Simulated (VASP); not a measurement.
# TiAl (P3m1) in VASP: a series of runs

TiAl is run at these levels: PBEsol; tasks: single point.

Everything below comes from runs of VASP 6.6.1. Logs are shortened: lines on timing, memory, paths and dates and some standing lists are left out, and cuts for length are marked.

### 1 The cell of the first run

It takes space group P3m1 (No. 156, trigonal). Conventional cell: a = 2.848 Å, b = 2.848 Å, c = 4.620 Å, α = 90.00°, β = 90.00°, γ = 120.00°. Within 3.7 Å of Ti (site symmetry 3m) lie 6 Al at 2.82 to 2.86 Å and 6 Ti at 2.85 Å. Within 3.7 Å of Al (site symmetry 3m) lie 6 Ti at 2.82 to 2.86 Å and 6 Al at 2.85 Å.

### 2 Single point, PBEsol (all Ti atoms moved +0.025 Å, as atom 1 along Cartesian [0 0 1])

INCAR reads:

```
SYSTEM = TiAl
PREC = Accurate ; ENCUT = 500
EDIFF = 1E-6 ; ISMEAR = 0
SIGMA = 0.15 ; LREAL = .FALSE.
LASPH = .TRUE. ; NELM = 120
ALGO = Normal ; ISIF = 2
LWAVE = .FALSE. ; LCHARG = .TRUE.
GGA = PS ; LELF = .TRUE.
LVHAR = .TRUE. ; NBANDS = 14
GGA_COMPAT = .FALSE.
```

KPOINTS reads:

```
regular mesh
0
G
  24 24 14
  0 0 0
```

POSCAR reads:

```
TiAl
1.0
    2.8478212843      0.0000000000      0.0000000000
   -1.4239106421      2.4662855776      0.0000000000
    0.0000000000      0.0000000000      4.6199447408
Ti Al
1 1
Direct
    0.0000000000      0.0000000000      0.0054113201
    0.3333333333      0.6666666667      0.5000000000
```

Potentials or basis: VASP PAW PBE potentials, release 64 (Ti_sv, Al).

Command:

```console
> cat potpaw_PBE.64/Ti_sv/POTCAR potpaw_PBE.64/Al/POTCAR > POTCAR
> mpirun -np 1 vasp_std > vasp.out
```

OUTCAR:

```text
SYSTEM = TiAl
   PREC = Accurate
   ENCUT = 500
   EDIFF = 1E-6
   ISMEAR = 0
   LREAL = .FALSE.
   LASPH = .TRUE.
   NELM = 120
   ISIF = 2
   GGA = PS

 ion  position               nearest neighbor table
   1  0.000  0.000  0.005-   2 2.82   2 2.82   2 2.82   2 2.86   2 2.86   2 2.86
   2  0.333  0.667  0.500-   1 2.82   1 2.82   1 2.82   1 2.86   1 2.86   1 2.86

  LATTYP: Found a hexagonal cell.
 ALAT       =     2.8478212843
 C/A-ratio  =     1.6222734082

  Lattice vectors:

 A1 = (   2.8478212843,   0.0000000000,   0.0000000000)
 A2 = (  -1.4239106421,   2.4662855776,   0.0000000000)
 A3 = (   0.0000000000,   0.0000000000,   4.6199447408)

Analysis of symmetry for initial positions (statically):
=====================================================================
 Subroutine PRICEL returns:
 Original cell was already a primitive cell.

 Routine SETGRP: Setting up the symmetry group for a
 hexagonal supercell.

 Subroutine GETGRP returns: Found  6 space group operations
 (whereof  6 operations were pure point group operations)
 out of a pool of 24 trial point group operations.

The static configuration has the point symmetry C_3v.

Analysis of symmetry for dynamics (positions and initial velocities):
=====================================================================
 Subroutine PRICEL returns:
 Original cell was already a primitive cell.

 Routine SETGRP: Setting up the symmetry group for a
 hexagonal supercell.

 Subroutine GETGRP returns: Found  6 space group operations
 (whereof  6 operations were pure point group operations)
 out of a pool of 24 trial point group operations.

The dynamic configuration has the point symmetry C_3v.

 Subroutine INISYM returns: Found  6 space group operations
 (whereof  6 operations are pure point group operations),
 and found     1 'primitive' translations

----------------------------------------------------------------------------------------

                                     Primitive cell

  volume of cell :      32.4484

  direct lattice vectors                    reciprocal lattice vectors
     2.847821284  0.000000000  0.000000000     0.351145630  0.202734024  0.000000000
    -1.423910642  2.466285578  0.000000000     0.000000000  0.405468048  0.000000000
     0.000000000  0.000000000  4.619944741     0.000000000  0.000000000  0.216452805

  length of vectors
     2.847821284  2.847821284  4.619944741     0.405468048  0.405468048  0.216452805

  position of ions in fractional coordinates (direct lattice)
     0.000000000  0.000000000  0.005411320
     0.333333333  0.666666667  0.500000000

  ion indices of the primitive-cell ions
   primitive index   ion index
                 1           1
                 2           2

----------------------------------------------------------------------------------------

 KPOINTS: regular mesh

Automatic generation of k-mesh.
 Grid dimensions read from file:
 generate k-points for:   24   24   14

 Generating k-lattice:

  Cartesian coordinates                     Fractional coordinates (reciprocal lattice)
     0.014631068  0.008447251  0.000000000     0.041666667  0.000000000  0.000000000
     0.000000000  0.016894502  0.000000000     0.000000000  0.041666667  0.000000000
     0.000000000  0.000000000  0.015460915     0.000000000  0.000000000  0.071428571

  Length of vectors
     0.016894502  0.016894502  0.015460915

  Shift w.r.t. Gamma in fractional coordinates (k-lattice)
     0.000000000  0.000000000  0.000000000

 Subroutine IBZKPT returns following result:
 ===========================================

 Found    776 irreducible k-points:

 Following reciprocal coordinates:
            Coordinates               Weight
  0.000000  0.000000  0.000000      1.000000
  0.041667  0.000000  0.000000      6.000000
  0.083333  0.000000  0.000000      6.000000
  0.125000  0.000000  0.000000      6.000000
  0.166667  0.000000  0.000000      6.000000
  0.208333  0.000000  0.000000      6.000000
[... 16 lines left out ...]
  0.416667  0.041667  0.000000     12.000000
  0.458333  0.041667  0.000000     12.000000
 [... further k-points ...]
   k-points           NKPTS =    776   k-points in BZ     NKDIM =    776   number of bands    NBANDS=     14
   number of dos      NEDOS =    301   number of ions     NIONS =      2
   total plane-waves  NPLWV =  20736
   dimension x,y,z NGX =    24 NGY =   24 NGZ =   36
   dimension x,y,z NGXF=    48 NGYF=   48 NGZF=   72
   ions per type =               1   1
   NGX,Y,Z   is equivalent  to a cutoff of  14.01, 14.01, 12.95 a.u.
   NGXF,Y,Z  is equivalent  to a cutoff of  28.02, 28.02, 25.91 a.u.
 SYSTEM =  TiAl
   PREC   = accura    normal or accurate (medium, high low for compatibility)
   ISTART =      0    job   : 0-new  1-cont  2-samecut
   ICHARG =      2    charge: 1-file 2-atom 10-const
   ISPIN  =      1    spin polarized calculation?
   LNONCOLLINEAR =      F non collinear calculations
   LSORBIT =      F    spin-orbit coupling
   LASPH  =      T    aspherical Exc in radial PAW
   ENCUT  =  500.0 eV  36.75 Ry    6.06 a.u.   5.19  5.19  8.42*2*pi/ulx,y,z
   NELM   =    120;   NELMIN=  2; NELMDL= -5     # of ELM steps
   EDIFF  = 0.1E-05   stopping-criterion for ELM
   LREAL  =      F    real-space projection
   EDIFFG = 0.1E-04   stopping-criterion for IOM
   NSW    =      0    number of steps for IOM
   IBRION =     -1    ionic relax: 0-MD 1-quasi-New 2-CG
   NFREE  =      0    steps in history (QN), initial steepest desc. (CG)
   ISIF   =      2    stress and relaxation
   ISYM   =      2    0-nonsym 1-usesym 2-fastsym
   POTIM  = 0.5000    time-step for ionic-motion
   TEBEG  =    0.0;   TEEND  =   0.0 temperature during run
   PSTRESS=    0.0 pullay stress
   NELECT =      15.0000    total number of electrons
   NUPDOWN=      -1.0000    fix difference up-down
   EMIN   =  10.00;   EMAX   =-10.00  energy-range for DOS
   EFERMI =   0.00;   METHOD = LEGACY
   ISMEAR =     0;   SIGMA  =   0.15  broadening in eV -4-tet -1-fermi 0-gaus
   EFERMI_NEDOS =   21; number of points for ismear=-14 and -15
   IALGO  =     38    algorithm
   IMIX   =      4    mixing-type and parameters
     AMIX     =   0.40;   BMIX     =  1.00
     AMIX_MAG =   1.60;   BMIX_MAG =  1.00
  volume/ion in A,a.u.               =      16.22       109.49
  Fermi-wavevector in a.u.,A,eV,Ry     =   1.265827  2.392066 21.800854  1.602318
  Thomas-Fermi vector in A             =   2.399060
   LORBIT       =      0    0 simple, 1 ext, 2 COOP (PROOUT), +10 PAW based schemes
   GGA     = PS    functional components
   LHFCALC =     F    Hartree Fock is set to
   AEXX    =    0.0000 exact exchange contribution
   IVDW    =     0    specifies the selected vdW correction
   LEPSILON=     F    determine dielectric tensor
   LRPA    =     F    only Hartree local field effects (RPA)
 non-spin polarized calculation
 Gauss-broadening in eV      SIGMA  =   0.15
  energy-cutoff  :      500.00
  volume of cell :       32.45
 maximum number of plane-waves:       839
 NGX is ok and might be reduce to    24
   NGX = 11   NGY = 11   NGZ = 17

 number of electron      15.0000002 magnetization

 Free energy of the ion-electron system (eV)
  ---------------------------------------------------
  ext. energy  EPLUGINS =         0.00000000
  ---------------------------------------------------
  free energy    TOTEN  =       -12.94393973 eV

  energy without entropy =      -12.91451635  energy(sigma->0) =      -12.92922804

 E-fermi :   8.0377     XC(G=0): -11.1445

 val. band max:        8.0371723623   @ k =   0.2083   0.1250   0.4286
 cond. band min:       8.0376802640   @ k =   0.2083   0.1250   0.0714
 fundamental gap:      0.0005079018
 Fermi energy:         8.0376774796

 k-point     1 :       0.0000    0.0000    0.0000
  band No.  band energies     occupation
      1     -48.1972      2.00000
      2     -24.6254      2.00000
      3     -24.1774      2.00000
      4     -24.1774      2.00000
      5      -0.9967      2.00000
      6       5.7235      2.00000
      7       6.2498      2.00000
      8       9.3420      0.00000
      9       9.3420      0.00000
     10      10.8675      0.00000
     11      10.8675      0.00000
     12      12.1305      0.00000
     13      21.0577      0.00000
     14      21.0577      0.00000

 k-point     2 :       0.0417    0.0000    0.0000
  band No.  band energies     occupation
      1     -48.1954      2.00000
      2     -24.6237      2.00000
      3     -24.1884      2.00000
      4     -24.1799      2.00000
      5      -0.9528      2.00000
      6       5.7718      2.00000
      7       6.2537      2.00000
      8       9.2979      0.00000
      9       9.3785      0.00000
     10      10.8548      0.00000
     11      10.8779      0.00000
     12      12.1408      0.00000
     13      20.2053      0.00000
     14      20.5498      0.00000

 k-point     3 :       0.0833    0.0000    0.0000
  band No.  band energies     occupation
      1     -48.1902      2.00000
      2     -24.6185      2.00000
      3     -24.2205      2.00000
      4     -24.1871      2.00000
      5      -0.8214      2.00000
      6       5.9133      2.00000
      7       6.2653      2.00000
      8       9.1722      0.00000
      9       9.4867      0.00000
     10      10.8177      0.00000
     11      10.9101      0.00000
     12      12.1704      0.00000
     13      18.8437      0.00000
     14      19.8412      0.00000

 k-point     4 :       0.1250    0.0000    0.0000
  band No.  band energies     occupation
      1     -48.1820      2.00000
      2     -24.6104      2.00000
      3     -24.2713      2.00000
      4     -24.1986      2.00000
      5      -0.6039      2.00000
      6       6.1354      2.00000
      7       6.2849      2.00000
      8       8.9836      0.00000
      9       9.6631      0.00000
     10      10.7594      0.00000
     11      10.9662      0.00000
     12      12.2153      0.00000
     13      17.4457      0.00000
     14      19.1712      0.00000

 k-point     5 :       0.1667    0.0000    0.0000
  band No.  band energies     occupation
      1     -48.1711      2.00000
      2     -24.5998      2.00000
      3     -24.3371      2.00000
      4     -24.2135      2.00000
      5      -0.3022      2.00000
      6       6.2994      2.00000
      7       6.4274      2.00000
      8       8.7600      0.00000
      9       9.9013      0.00000
     10      10.6843      0.00000
     11      11.0493      0.00000
[... 276 lines left out ...]
 k-point    22 :       0.3750    0.0417    0.0000
  band No.  band energies     occupation
      1     -48.1025      2.00000
      2     -24.7354      2.00000
      3     -24.5324      2.00000
      4     -24.3122      2.00000
      5       2.7339      2.00000
      6       6.4438      2.00000
      7       6.6234      2.00000
      8       7.4172      2.00000
      9      10.1513      0.00000
     10      11.5071      0.00000
     11      12.0676      0.00000
     12      12.0955      0.00000
     13      13.3087      0.00000
     14      15.8334      0.00000

 k-point    23 :       0.4167    0.0417    0.0000
  band No.  band energies     occupation
      1     -48.0956      2.00000
      2     -24.7742      2.00000
      3     -24.5257      2.00000
      4     -24.3217      2.00000
      5       3.4645      2.00000
      6       6.0393      2.00000
      7       6.4676      2.00000
      8       7.1547      2.00000
      9      10.1002      0.00000
     10      11.7462      0.00000
     11      12.2092      0.00000
     12      12.2632      0.00000
     13      13.5194      0.00000
     14      15.6617      0.00000

 k-point    24 :       0.4583    0.0417    0.0000
  band No.  band energies     occupation
      1     -48.0920      2.00000
      2     -24.7942      2.00000
      3     -24.5222      2.00000
      4     -24.3266      2.00000
      5       4.1445      2.00000
      6       5.3851      2.00000
      7       6.4739      2.00000
      8       7.0514      2.00000
      9      10.0737      0.00000
     10      11.9063      0.00000
     11      12.2651      0.00000
     12      12.3720      0.00000
     13      13.6842      0.00000
     14      15.5769      0.00000

 [... further k-points ...]

------------------------ aborting loop because EDIFF is reached ----------------------------------------

  FORCE on cell =-STRESS in cart. coord.  units (eV):
  Direction    XX          YY          ZZ          XY          YZ          ZX
  --------------------------------------------------------------------------------------
  -------------------------------------------------------------------------------------
  Total        0.0175025      0.0175025      0.0014680      0.0000000      0.0000000      0.0000000
  in kB        0.8642074      0.8642074      0.0724818      0.0000000      0.0000000      0.0000000
  external PRESSURE =       0.6002989 kB  Pullay stress =       0.0000000 kB

 VOLUME and BASIS-vectors are now :
 -----------------------------------------------------------------------------
  energy-cutoff  :      500.00
  volume of cell :       32.45
      direct lattice vectors                 reciprocal lattice vectors
     2.847821284  0.000000000  0.000000000     0.351145630  0.202734024  0.000000000
    -1.423910642  2.466285578  0.000000000     0.000000000  0.405468048  0.000000000
     0.000000000  0.000000000  4.619944741     0.000000000  0.000000000  0.216452805

 POSITION                                       TOTAL-FORCE (eV/Angst)
 -----------------------------------------------------------------------------------
      0.00000      0.00000      0.02500         0.000000      0.000000     -0.186032
     -0.00000      1.64419      2.30997        -0.000000     -0.000000      0.186032
 -----------------------------------------------------------------------------------
    total drift:                                0.000000     -0.000000     -0.000013

  FREE ENERGIE OF THE ION-ELECTRON SYSTEM (eV)
  ---------------------------------------------------
  free  energy   TOTEN  =       -12.9439397335 eV

  energy  without entropy=      -12.9145163451  energy(sigma->0) =      -12.92922804
```

It took 5.3 min on 1 thread of Oxide Virtual Turin-like, shared host; peak memory 0.41 GiB.

Results:

```
Free energy            : -12.9439 eV
Pressure               : 0.1 GPa
Largest force          : 0.186 eV/Å
Band gap on the k mesh : zero (an odd number of electrons rules out a gap without spin polarisation)
```

Forces on the atoms (eV/Å):
```
Ti   0.000  0.000 -0.186
Al   0.000  0.000  0.186
```

Stress tensor (GPa, compression positive):
```
0.09 0.00 0.00
0.00 0.09 0.00
0.00 0.00 0.01
```

Levels at points of the mesh, in eV from the Fermi level:
| k point | band 4 | band 5 | band 6 | band 7 | band 8 | band 9 | band 10 | band 11 |
| --- | --- | --- | --- | --- | --- | --- | --- | --- |
| (0.00, 0.00, 0.00) | -32.22 | -9.03 | -2.31 | -1.79 | 1.30 | 1.30 | 2.83 | 2.83 |
| (0.50, 0.00, 0.00) | -32.36 | -3.77 | -2.83 | -1.58 | -1.02 | 2.13 | 4.07 | 4.21 |
| (0.00, 0.00, 0.50) | -32.21 | -8.10 | -5.32 | -0.42 | 1.32 | 1.32 | 2.75 | 2.75 |
| (0.50, 0.00, 0.50) | -32.36 | -3.72 | -2.41 | -1.87 | 0.57 | 0.98 | 1.92 | 3.07 |

Caveat: the cell differs from its parent crystal (all Ti atoms moved +0.025 Å, as atom 1 along Cartesian [0 0 1]); the PAW data sets were made with another functional, which shifts forces and pressure a little.

### 3 Single point, PBEsol (all Ti atoms moved +0.087 Å, as atom 1 along Cartesian [0 0 1])

INCAR reads:

```
  ALGO = Normal
  EDIFF = 1E-6
  ENCUT = 500
  GGA = PS
  GGA_COMPAT = False
  ISIF = 2
  ISMEAR = 0
  LASPH = True
  LCHARG = True
  LELF = True
  LREAL = False
  LVHAR = True
  LWAVE = False
  NBANDS = 14
  NELM = 120
  PREC = Accurate
  SIGMA = 0.15
```

KPOINTS reads:

```
k-points
0
Gamma
  24 24 14
```

POSCAR: that of step 2 with these lines changed.

```diff
@@ -8,3 +8,3 @@
 Direct
-    0.0000000000      0.0000000000      0.0054113201
+    0.0000000000      0.0000000000      0.0189396205
     0.3333333333      0.6666666667      0.5000000000
```

Potentials or basis: VASP PAW PBE potentials, release 64 (Ti_sv, Al).

Command:

```console
> cat potpaw_PBE.64/Ti_sv/POTCAR potpaw_PBE.64/Al/POTCAR > POTCAR
> mpirun -np 1 vasp_std > vasp.out
```

Wall time 6.7 min (1 thread of Oxide Virtual Turin-like, shared host); peak memory 0.41 GiB.

Results (log left out):

```yaml
Free_energy: -12.9177 eV
Pressure: 0.4 GPa
Largest_force: 0.655 eV/Å
Band_gap_on_the_k_mesh: zero (an odd number of electrons rules out a gap without spin polarisation)
```

Forces in eV/Å, atoms in the order of the input:
```
Ti   0.000  0.000 -0.655
Al   0.000  0.000  0.655
```

Stress tensor (GPa, compression positive):
```
0.30 0.00 0.00
0.00 0.30 0.00
0.00 0.00 0.60
```

Levels at points of the mesh, in eV from the Fermi level:
```csv
k point,band 5,band 6,band 7,band 8,band 9,band 10,band 11,band 12
"(0.00, 0.00, 0.00)",-9.03,-2.33,-1.76,1.30,1.30,2.83,2.83,4.09
"(0.50, 0.00, 0.00)",-3.77,-2.85,-1.55,-1.02,2.13,4.07,4.21,4.25
"(0.00, 0.00, 0.50)",-8.10,-5.32,-0.42,1.31,1.31,2.74,2.74,6.95
"(0.50, 0.00, 0.50)",-3.73,-2.44,-1.85,0.58,0.99,1.92,3.07,4.07
```

Caveat: the cell differs from its parent crystal (all Ti atoms moved +0.087 Å, as atom 1 along Cartesian [0 0 1]); the PAW data sets were made with another functional, which shifts forces and pressure a little.
